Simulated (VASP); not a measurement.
# TiO (P-6m2) in VASP: notebook, part 2 of 2

VASP 6.6.1. Earlier steps stand in the parts before.

## Step 3: Single point, PBEsol

This run uses another cell than the first one, of 8.15 Å³/atom.

Contents of INCAR:

```
ALGO = Normal
EDIFF = 1E-7
ENCUT = 520
GGA = PS
ISIF = 2
ISMEAR = 0
LASPH = True
LCHARG = True
LELF = True
LREAL = False
LVHAR = True
LWAVE = False
NBANDS = 16
NELM = 80
PREC = Accurate
SIGMA = 0.15
```

Contents of KPOINTS:

```
k-points
0
Gamma
  18 18 16
```

Contents of POSCAR:

```
TiO
1.0
    2.6492000000      0.0000000000      0.0000000000
   -1.3246000000      2.2942744997      0.0000000000
    0.0000000000      0.0000000000      2.6820000000
Ti O
1 1
Direct
    0.6666666667      0.3333333333      0.0000000000
    0.0000000000      0.0000000000      0.5000000000
```

Potentials or basis: VASP PAW PBE potentials, release 64 (Ti_sv, O).

Run with:

```sh
$ cat potpaw_PBE.64/Ti_sv/POTCAR potpaw_PBE.64/O/POTCAR > POTCAR
$ mpirun -np 1 vasp_std > vasp.out
```

OUTCAR:

```text
EDIFF = 1E-7
   ENCUT = 520
   GGA = PS
   ISIF = 2
   ISMEAR = 0
   LASPH = True
   LREAL = False
   NELM = 80
   PREC = Accurate

 ion  position               nearest neighbor table
   1  0.667  0.333  0.000-   2 2.03   2 2.03   2 2.03   2 2.03   2 2.03   2 2.03
   2  0.000  0.000  0.500-   1 2.03   1 2.03   1 2.03   1 2.03   1 2.03   1 2.03

  LATTYP: Found a hexagonal cell.
 ALAT       =     2.6492000000
 C/A-ratio  =     1.0123810962

  Lattice vectors:

 A1 = (   2.6492000000,   0.0000000000,   0.0000000000)
 A2 = (  -1.3246000000,   2.2942744997,   0.0000000000)
 A3 = (   0.0000000000,   0.0000000000,   2.6820000000)

Analysis of symmetry for initial positions (statically):
=====================================================================
 Subroutine PRICEL returns:
 Original cell was already a primitive cell.

 Routine SETGRP: Setting up the symmetry group for a
 hexagonal supercell.

 Subroutine GETGRP returns: Found 12 space group operations
 (whereof 12 operations were pure point group operations)
 out of a pool of 24 trial point group operations.

The static configuration has the point symmetry D_3h.

Analysis of symmetry for dynamics (positions and initial velocities):
=====================================================================
 Subroutine PRICEL returns:
 Original cell was already a primitive cell.

 Routine SETGRP: Setting up the symmetry group for a
 hexagonal supercell.

 Subroutine GETGRP returns: Found 12 space group operations
 (whereof 12 operations were pure point group operations)
 out of a pool of 24 trial point group operations.

The dynamic configuration has the point symmetry D_3h.

 Subroutine INISYM returns: Found 12 space group operations
 (whereof 12 operations are pure point group operations),
 and found     1 'primitive' translations

----------------------------------------------------------------------------------------

                                     Primitive cell

  volume of cell :      16.3012

  direct lattice vectors                    reciprocal lattice vectors
     2.649200000  0.000000000  0.000000000     0.377472445  0.217933817  0.000000000
    -1.324600000  2.294274500  0.000000000     0.000000000  0.435867635  0.000000000
     0.000000000  0.000000000  2.682000000     0.000000000  0.000000000  0.372856078

  length of vectors
     2.649200000  2.649200000  2.682000000     0.435867635  0.435867635  0.372856078

  position of ions in fractional coordinates (direct lattice)
     0.666666667  0.333333333  0.000000000
     0.000000000  0.000000000  0.500000000

  ion indices of the primitive-cell ions
   primitive index   ion index
                 1           1
                 2           2

----------------------------------------------------------------------------------------

 KPOINTS: k-points

Automatic generation of k-mesh.
 Grid dimensions read from file:
 generate k-points for:   18   18   16

 Generating k-lattice:

  Cartesian coordinates                     Fractional coordinates (reciprocal lattice)
     0.020970691  0.012107434  0.000000000     0.055555556  0.000000000  0.000000000
     0.000000000  0.024214869  0.000000000     0.000000000  0.055555556  0.000000000
     0.000000000  0.000000000  0.023303505     0.000000000  0.000000000  0.062500000

  Length of vectors
     0.024214869  0.024214869  0.023303505

  Shift w.r.t. Gamma in fractional coordinates (k-lattice)
     0.000000000  0.000000000  0.000000000

 Subroutine IBZKPT returns following result:
 ===========================================

 Found    333 irreducible k-points:

 Following reciprocal coordinates:
            Coordinates               Weight
  0.000000  0.000000  0.000000      1.000000
  0.055556 -0.000000  0.000000      6.000000
  0.111111 -0.000000  0.000000      6.000000
  0.166667 -0.000000  0.000000      6.000000
  0.222222  0.000000  0.000000      6.000000
  0.277778  0.000000  0.000000      6.000000
[... 16 lines left out ...]
  0.333333  0.111111  0.000000     12.000000
  0.388889  0.111111  0.000000     12.000000
 [... further k-points ...]
   k-points           NKPTS =    333   k-points in BZ     NKDIM =    333   number of bands    NBANDS=     16
   number of dos      NEDOS =    301   number of ions     NIONS =      2
   total plane-waves  NPLWV =   8000
   dimension x,y,z NGX =    20 NGY =   20 NGZ =   20
   dimension x,y,z NGXF=    40 NGYF=   40 NGZF=   40
   ions per type =               1   1
   NGX,Y,Z   is equivalent  to a cutoff of  12.55, 12.55, 12.40 a.u.
   NGXF,Y,Z  is equivalent  to a cutoff of  25.10, 25.10, 24.79 a.u.
 SYSTEM =  unknown system
   PREC   = accura    normal or accurate (medium, high low for compatibility)
   ISTART =      0    job   : 0-new  1-cont  2-samecut
   ICHARG =      2    charge: 1-file 2-atom 10-const
   ISPIN  =      1    spin polarized calculation?
   LNONCOLLINEAR =      F non collinear calculations
   LSORBIT =      F    spin-orbit coupling
   LASPH  =      T    aspherical Exc in radial PAW
   ENCUT  =  520.0 eV  38.22 Ry    6.18 a.u.   4.93  4.93  4.99*2*pi/ulx,y,z
   NELM   =     80;   NELMIN=  2; NELMDL= -5     # of ELM steps
   EDIFF  = 0.1E-06   stopping-criterion for ELM
   LREAL  =      F    real-space projection
   EDIFFG = 0.1E-05   stopping-criterion for IOM
   NSW    =      0    number of steps for IOM
   IBRION =     -1    ionic relax: 0-MD 1-quasi-New 2-CG
   NFREE  =      0    steps in history (QN), initial steepest desc. (CG)
   ISIF   =      2    stress and relaxation
   ISYM   =      2    0-nonsym 1-usesym 2-fastsym
   POTIM  = 0.5000    time-step for ionic-motion
   TEBEG  =    0.0;   TEEND  =   0.0 temperature during run
   PSTRESS=    0.0 pullay stress
   NELECT =      18.0000    total number of electrons
   NUPDOWN=      -1.0000    fix difference up-down
   EMIN   =  10.00;   EMAX   =-10.00  energy-range for DOS
   EFERMI =   0.00;   METHOD = LEGACY
   ISMEAR =     0;   SIGMA  =   0.15  broadening in eV -4-tet -1-fermi 0-gaus
   EFERMI_NEDOS =   21; number of points for ismear=-14 and -15
   IALGO  =     38    algorithm
   IMIX   =      4    mixing-type and parameters
     AMIX     =   0.40;   BMIX     =  1.00
     AMIX_MAG =   1.60;   BMIX_MAG =  1.00
  volume/ion in A,a.u.               =       8.15        55.00
  Fermi-wavevector in a.u.,A,eV,Ry     =   1.692100  3.197605 38.956235  2.863203
  Thomas-Fermi vector in A             =   2.773747
   LORBIT       =      0    0 simple, 1 ext, 2 COOP (PROOUT), +10 PAW based schemes
   GGA     = PS    functional components
   LHFCALC =     F    Hartree Fock is set to
   AEXX    =    0.0000 exact exchange contribution
   IVDW    =     0    specifies the selected vdW correction
   LEPSILON=     F    determine dielectric tensor
   LRPA    =     F    only Hartree local field effects (RPA)
 non-spin polarized calculation
 Gauss-broadening in eV      SIGMA  =   0.15
  energy-cutoff  :      520.00
  volume of cell :       16.30
 maximum number of plane-waves:       454
 NGX is ok and might be reduce to    20
   NGX =  9   NGY =  9   NGZ =  9

 number of electron      17.9999993 magnetization

 Free energy of the ion-electron system (eV)
  ---------------------------------------------------
  ext. energy  EPLUGINS =         0.00000000
  ---------------------------------------------------
  free energy    TOTEN  =       -18.40615897 eV

  energy without entropy =      -18.40570118  energy(sigma->0) =      -18.40593008

 E-fermi :  13.6913     XC(G=0): -14.1023

 val. band max:       13.5309899553   @ k =   0.3333   0.3333   0.0000
 cond. band min:      13.7061062448   @ k =   0.0000   0.0000   0.5000
 fundamental gap:      0.1751162895
 Fermi energy:        13.6912518186

 k-point     1 :       0.0000    0.0000    0.0000
  band No.  band energies     occupation
      1     -43.6706      2.00000
      2     -19.8401      2.00000
      3     -19.3028      2.00000
      4     -19.3028      2.00000
      5      -9.3152      2.00000
      6       7.3692      2.00000
[... 8 lines left out ...]
     15      29.1260      0.00000
     16      32.6428      0.00000
[... 419 lines left out ...]
 k-point    24 :       0.3889    0.1111    0.0000
  band No.  band energies     occupation
      1     -43.3899      2.00000
      2     -20.7932      2.00000
      3     -19.7280      2.00000
      4     -19.6034      2.00000
      5      -7.4055      2.00000
      6       3.8143      2.00000
[... 8 lines left out ...]
     15      28.2208      0.00000
     16      30.0871      0.00000

 [... further k-points ...]
[... 5 lines left out ...]
  --------------------------------------------------------------------------------------
  -------------------------------------------------------------------------------------
  Total        5.1904768      5.1904768      5.3613873      0.0000000      0.0000000      0.0000000
  in kB      510.1512266    510.1512266    526.9493414      0.0000000      0.0000000      0.0000000
  external PRESSURE =     515.7505982 kB  Pullay stress =       0.0000000 kB

 VOLUME and BASIS-vectors are now :
 -----------------------------------------------------------------------------
  energy-cutoff  :      520.00
  volume of cell :       16.30
      direct lattice vectors                 reciprocal lattice vectors
     2.649200000  0.000000000  0.000000000     0.377472445  0.217933817  0.000000000
    -1.324600000  2.294274500  0.000000000     0.000000000  0.435867635  0.000000000
     0.000000000  0.000000000  2.682000000     0.000000000  0.000000000  0.372856078

 POSITION                                       TOTAL-FORCE (eV/Angst)
 -----------------------------------------------------------------------------------
      1.32460      0.76476      0.00000        -0.000000     -0.000000      0.000000
      0.00000      0.00000      1.34100         0.000000      0.000000      0.000000
 -----------------------------------------------------------------------------------
    total drift:                               -0.000001      0.000001      0.000000

  FREE ENERGIE OF THE ION-ELECTRON SYSTEM (eV)
  ---------------------------------------------------
  free  energy   TOTEN  =       -18.4061589673 eV

  energy  without entropy=      -18.4057011833  energy(sigma->0) =      -18.40593008
```

Wall time 1.9 min (1 thread of Intel Xeon 8259CL, shared host); peak memory 0.2 GiB.

Results:

```yaml
Free_energy: -18.4062 eV
Pressure: 51.6 GPa
Band_gap_on_the_k_mesh: zero (bands 9 and 10 overlap by 0.10 eV)
```

Caveat: the cell stands under pressure; the PAW data sets were made with another functional, which shifts forces and pressure a little; semilocal functionals often make such compounds metallic where correlation or magnetic order opens a gap, which also shifts bond lengths.
